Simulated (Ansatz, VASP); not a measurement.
**AlGa3As4 in VASP and in Ansatz**

```
Al Ga As
1.0
     3.89199    0.00000    0.00000
     0.00000    3.89199    0.00000
     0.00000    0.00000   11.00822
Al Ga As
1 3 4
Cartesian
  0.0000 0.0000 0.0000
  1.9460 1.9460 2.7521
  0.0000 0.0000 5.5041
  1.9460 1.9460 8.2562
  1.9460 0.0000 1.3760
  0.0000 1.9460 4.1281
  1.9460 0.0000 6.8801
  0.0000 1.9460 9.6322
```

Alike in both runs: task relaxation of cell and atoms; functional PBE; k mesh 4 × 4 × 2; occupations gaussian, width 0.1 eV; no spin polarisation.

|  | VASP | Ansatz |
| --- | --- | --- |
| version | VASP 6.6.1 | Ansatz 0.2.0 |
| potentials or method | VASP PAW PBE potentials, release 64 (Al, Ga_d, As), cutoff 600 eV | scalar-relativistic, plane waves, PAW |
| valence electrons in the cell | 62 | 102 |

VASP gave:

- gap on the k mesh at the Fermi level, each at its own relaxed structure (eV): 0.45
- relaxed volume (Å³/atom): 23.79
- relaxed length of the cell vector where the two differ most in proportion (Å): 4.089

**Question.** Estimate Ansatz's values.

**Answer.** gap on the k mesh at the Fermi level, each at its own relaxed structure (eV): 0.52; relaxed volume (Å³/atom): 23.54; relaxed length of the cell vector where the two differ most in proportion (Å): 4.073.

VASP's potentials hold 62 valence electrons a cell and Ansatz's 102, so a difference there can come from the potentials and not from the codes.
